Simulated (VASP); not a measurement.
# GaN (kk07): single point with LDA

The system is GaN (kk07).

```
Ga N
1.0
     0.00000    2.22761    2.22761
     2.22761    0.00000    2.22761
     2.22761    2.22761    0.00000
Ga N
1 1
Direct
  0.00000 0.00000 0.00000
  0.25000 0.25000 0.25000
```

- Program: VASP 6.6.1
- Task: single point
- Functional: LDA
- Potentials or basis: VASP PAW LDA potentials, release 64 (Ga_d, N)
- Cutoff: 520 eV
- k mesh: 14 × 14 × 14
- Occupations: gaussian, width 0.02 eV
- Spin: no spin polarisation

* Pressure: 1.1 GPa
* Band gap on the k mesh: 1.97 eV, direct

Levels at points of the mesh, in eV from the valence-band top:
| k point | band 7 | band 8 | band 9 | band 10 | band 11 | band 12 |
| --- | --- | --- | --- | --- | --- | --- |
| (0.00, 0.00, 0.00) | 0.00 | 0.00 | 0.00 | 1.97 | 10.33 | 10.33 |
| (0.50, 0.00, 0.00) | -7.35 | -1.02 | -1.02 | 4.78 | 8.77 | 10.38 |
| (0.50, 0.50, 0.00) | -6.35 | -2.86 | -2.86 | 3.26 | 6.69 | 11.75 |

Wall time 10 s on 1 thread of Intel(R) Xeon(R) 6975P-C (Granite Rapids), on a shared host, peak memory 0.15 GiB.

A k mesh can miss the band edges. A hybrid or GW would open this gap; LDA tends to underestimate it.
